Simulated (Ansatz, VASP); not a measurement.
**AlClF2: VASP beside Ansatz**

INCAR

```
PREC = Accurate
ENCUT = 600
EDIFF = 1E-6
ISMEAR = 0
SIGMA = 0.1
LREAL = False
LASPH = True
NELM = 100
ALGO = Normal
ISIF = 3
LWAVE = False
LCHARG = False
GGA = PE
IBRION = 2
NSW = 90
EDIFFG = -0.04
```

Contents of KPOINTS:

```
Automatic mesh
0
Gamma
  6 6 4
```

File POSCAR:

```
AlClF2
1.0
    3.7318457000      0.0000000000      0.0000000000
   -1.8659228500      3.2318731800      0.0000000000
    0.0000000000      0.0000000000      6.8826750700
Al Cl F
1 1 2
Direct
    0.0000000000      0.0000000000      0.5000000000
    0.0000000000      0.0000000000      0.0000000000
    0.0000000000      0.0000000000      0.2679723400
    0.0000000000      0.0000000000      0.7320276600
```

Input for Ansatz:

```yaml
crystal:
  lattice:
    - [3.7318457, 0.0, 0.0]
    - [-1.86592285, 3.23187318, 0.0]
    - [0.0, 0.0, 6.88267507]
  atoms:
    - { symbol: Al, position: [0.0, 0.0, 0.5] }
    - { symbol: Cl, position: [0.0, 0.0, 0.0] }
    - { symbol: F, position: [0.0, 0.0, 0.26797234] }
    - { symbol: F, position: [0.0, 0.0, 0.73202766] }
basis:
  ecutwfc: 420
kpoints:
  mp_grid: { grid: [6, 6, 4] }
hamiltonian:
  xc: pbe
scf:
  occupations: { method: gaussian, width: 0.1 }
  lower_state_search: "off"
output:
  forces: true
  stress: true
  eigenvalues: true
relax:
  adjacent_minimum: "off"
  f_tol: 0.04
  max_steps: 70
  cell: { stress_tol: 0.4 }
```

Alike in both runs: task relaxation of cell and atoms; functional PBE; k mesh 6 × 6 × 4; occupations gaussian, width 0.1 eV; no spin polarisation.

|  | VASP | Ansatz |
| --- | --- | --- |
| version | VASP 6.6.1 | Ansatz 0.2.0 |
| potentials or method | VASP PAW PBE potentials, release 64 (Al, Cl, F), cutoff 600 eV | scalar-relativistic, plane waves, PAW |
| valence electrons in the cell | 24 | 24 |

Ansatz gave:

```
gap on the k mesh at the Fermi level, each at its own relaxed structure (eV)  : none
relaxed volume (Å³/atom)                                                      : 21.57
relaxed length of the cell vector where the two differ most in proportion (Å) : 10.619
```

What did VASP give for the same quantities?

gap on the k mesh at the Fermi level, each at its own relaxed structure (eV): none; relaxed volume (Å³/atom): 18.47; relaxed length of the cell vector where the two differ most in proportion (Å): 9.200.

A gap of «none» marks a metal or a gap that the smearing closes. One of these differences is far larger than is usual between the two programs; its cause wasn't traced.
